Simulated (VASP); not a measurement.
# Ti4C in VASP: a series of runs, part 2 of 2

VASP 6.6.1. Earlier steps stand in the parts before.

## 3. Relaxation of the atoms, PBEsol

File INCAR:

```
PREC = Accurate
ENCUT = 520
EDIFF = 1E-6
ISMEAR = 0
SIGMA = 0.1
LREAL = False
LASPH = True
NELM = 60
ALGO = Fast
ISIF = 2
LWAVE = False
LCHARG = False
LDIPOL = True
IDIPOL = 3
DIPOL = 0.5 0.5 0.351
GGA = PS
IBRION = 2
NSW = 36
EDIFFG = -0.025
KPAR = 4
```

File KPOINTS:

```
Automatic mesh
0
Gamma
  8 8 1
```

File POSCAR:

```
Ti4C
1.0
    3.2102321090      0.0000000000      0.0000000000
    0.0000000000      3.2102321090      0.0000000000
    0.0000000000      0.0000000000     20.1069940753
Ti C
4 1
Selective dynamics
Direct
    0.5000000000      0.5000000000      0.1989357527  F F F
    0.0000000000      0.0000000000      0.2787644953  F F F
    0.5000000000      0.5000000000      0.3538359372  F F F
    0.0000000000      0.0000000000      0.4280597111  F F F
    0.2500000000      0.3750000000      0.4966925458  F F T
```

Potentials or basis: VASP PAW PBE potentials, release 64 (Ti_sv, C).

Command:

```bash
$ cat potpaw_PBE.64/Ti_sv/POTCAR potpaw_PBE.64/C/POTCAR > POTCAR
$ mpirun -np 4 vasp_std > vasp.out
```

OUTCAR:

```text
PREC = Accurate
   ENCUT = 520
   EDIFF = 1E-6
   ISMEAR = 0
   LREAL = False
   LASPH = True
   NELM = 60
   ISIF = 2
   GGA = PS
   IBRION = 2
   NSW = 36
   EDIFFG = -0.025

 ion  position               nearest neighbor table
   1  0.500  0.500  0.199-   2 2.78   2 2.78   2 2.78   2 2.78
   2  0.000  0.000  0.279-   3 2.73   3 2.73   3 2.73   3 2.73   1 2.78   1 2.78   1 2.78   1 2.78

   3  0.500  0.500  0.354-   4 2.72   4 2.72   4 2.72   4 2.72   2 2.73   2 2.73   2 2.73   2 2.73

   4  0.000  0.000  0.428-   5 2.00   3 2.72   3 2.72   3 2.72   3 2.72
   5  0.250  0.375  0.497-   4 2.00

  LATTYP: Found a simple tetragonal cell.
 ALAT       =     3.2102321090
 C/A-ratio  =     6.2634081875

  Lattice vectors:

 A1 = (   3.2102321090,   0.0000000000,   0.0000000000)
 A2 = (   0.0000000000,   3.2102321090,   0.0000000000)
 A3 = (   0.0000000000,   0.0000000000,  20.1069940753)

Analysis of symmetry for initial positions (statically):
=====================================================================
 Subroutine PRICEL returns:
 Original cell was already a primitive cell.

 Routine SETGRP: Setting up the symmetry group for a
[... 237 lines left out ...]
  Total       -2.9811109     -2.7496077     -3.4476114      0.2999967      1.1475560      0.9871371
  in kB      -23.0498811    -21.2599043    -26.6568528      2.3195675      8.8728770      7.6325216
  external PRESSURE =     -23.6555461 kB  Pullay stress =       0.0000000 kB
[... 104 lines left out ...]
--------------------------------------- Ionic step        5  -------------------------------------------

 number of electron      51.9999995 magnetization

 dipolmoment           0.000000      0.000000      0.162535 electrons x Angstroem

 Free energy of the ion-electron system (eV)
  ---------------------------------------------------
  ext. energy  EPLUGINS =         0.00000000
  ---------------------------------------------------
  free energy    TOTEN  =       -38.43111563 eV

  energy without entropy =      -38.39352713  energy(sigma->0) =      -38.41232138

 E-fermi :  -0.1851     XC(G=0):  -5.0717

 val. band max:       -0.1853798322   @ k =   0.2500   0.1250   0.0000
 cond. band min:      -0.1616178639   @ k =   0.0000   0.1250   0.0000
 fundamental gap:      0.0237619683
 Fermi energy:        -0.1850964377

 k-point     1 :       0.0000    0.0000    0.0000
  band No.  band energies     occupation
      1     -56.9134      2.00000
      2     -56.3115      2.00000
      3     -56.0456      2.00000
      4     -55.8604      2.00000
      5     -33.3752      2.00000
      6     -33.1742      2.00000
[... 805 lines left out ...]
     30       0.8568      0.00000
     31       1.1278      0.00000

 [... further k-points ...]

------------------------ aborting loop because EDIFF is reached ----------------------------------------

 vacuum level on the upper side and lower side of the slab       (xc-potential included)         1.310        -1.569

  FORCE on cell =-STRESS in cart. coord.  units (eV):
  Direction    XX          YY          ZZ          XY          YZ          ZX
  --------------------------------------------------------------------------------------
  -------------------------------------------------------------------------------------
  Total       -0.0829250      2.6144288      0.3190488      3.4273972      4.1520770      3.4359475
  in kB       -0.6411739     20.2147040      2.4668782     26.5005571     32.1037644     26.5666680
  external PRESSURE =       7.3468027 kB  Pullay stress =       0.0000000 kB
[... 20 lines left out ...]
  FREE ENERGIE OF THE ION-ELECTRON SYSTEM (eV)
  ---------------------------------------------------
  free  energy   TOTEN  =       -38.4311156286 eV

  energy  without entropy=      -38.3935271319  energy(sigma->0) =      -38.41232138

 reached required accuracy - stopping structural energy minimisation

 vacuum level on the upper side and lower side of the slab         5.979         2.975
```

OSZICAR:

```text
N       E                     dE             d eps       ncg     rms          rms(c)
DAV:   1     0.612883238779E+03    0.61288E+03   -0.28546E+04  2492   0.167E+03
DAV:   2     0.429773078703E+02   -0.56991E+03   -0.56136E+03  2248   0.517E+02
DAV:   3    -0.317407883477E+02   -0.74718E+02   -0.72917E+02  3648   0.161E+02
[... 204 lines left out ...]
RMM:  11    -0.384311092067E+02   -0.33097E-05   -0.99298E-06  2154   0.122E-02    0.145E-03
RMM:  12    -0.384311117759E+02   -0.25691E-05   -0.71983E-06  2005   0.106E-02    0.876E-04
RMM:  13    -0.384311137477E+02   -0.19718E-05   -0.47400E-06  1861   0.909E-03    0.589E-04
RMM:  14    -0.384311151690E+02   -0.14213E-05   -0.37084E-06  1679   0.809E-03    0.463E-04
RMM:  15    -0.384311156286E+02   -0.45965E-06   -0.23077E-06  1476   0.724E-03
   5 F= -.38431116E+02 E0= -.38412321E+02  d E =-.113808E+01
```

CONTCAR:

```text
Ti4C
   1.00000000000000
     3.2102321090000001    0.0000000000000000    0.0000000000000000
     0.0000000000000000    3.2102321090000001    0.0000000000000000
     0.0000000000000000    0.0000000000000000   20.1069940753000012
  Ti              C
     4     1
Selective dynamics
Direct
     0.5000000000000000    0.5000000000000000    0.1989357527000024   F   F   F
     0.0000000000000000    0.0000000000000000    0.2787644953000026   F   F   F
     0.5000000000000000    0.5000000000000000    0.3538359372000031   F   F   F
     0.0000000000000000    0.0000000000000000    0.4280597110999977   F   F   F
     0.2500000000000000    0.3750000000000000    0.4681539938405967   F   F   T

  0.00000000E+00  0.00000000E+00  0.00000000E+00
  0.00000000E+00  0.00000000E+00  0.00000000E+00
  0.00000000E+00  0.00000000E+00  0.00000000E+00
  0.00000000E+00  0.00000000E+00  0.00000000E+00
  0.00000000E+00  0.00000000E+00  0.00000000E+00
```

Run time: 20 min. Hardware: 4 MPI ranks of Oxide Virtual Turin-like, shared host; peak memory 0.39 GiB.

What came out:

```
Free energy               : -38.4311 eV
Energy gained by relaxing : 227.6 meV/atom
Ionic steps               : 5
Band gap on the k mesh    : zero (bands 26 and 27 overlap by 0.53 eV)
```

The path:
```csv
step,energy change (eV),largest force on free atoms (eV/Å),pressure (GPa)
1,0.0000,3.3797,-3.12
2,-0.5104,2.8017,-2.37
3,-1.1207,0.5347,0.12
4,-1.1369,0.1415,0.90
5,-1.1381,0.0021,0.73
```

Final structure:
```
Ti C
1.0
     3.21023    0.00000    0.00000
     0.00000    3.21023    0.00000
     0.00000    0.00000   20.10699
Ti C
4 1
Cartesian
  1.6051 1.6051 4.0000
  0.0000 0.0000 5.6051
  1.6051 1.6051 7.1146
  0.0000 0.0000 8.6070
  0.8026 1.2038 9.4132
```

Caveat: the PAW data sets were made with another functional, which shifts forces and pressure a little.

The gap in the log of VASP goes by the Fermi energy; the results here count the filled bands.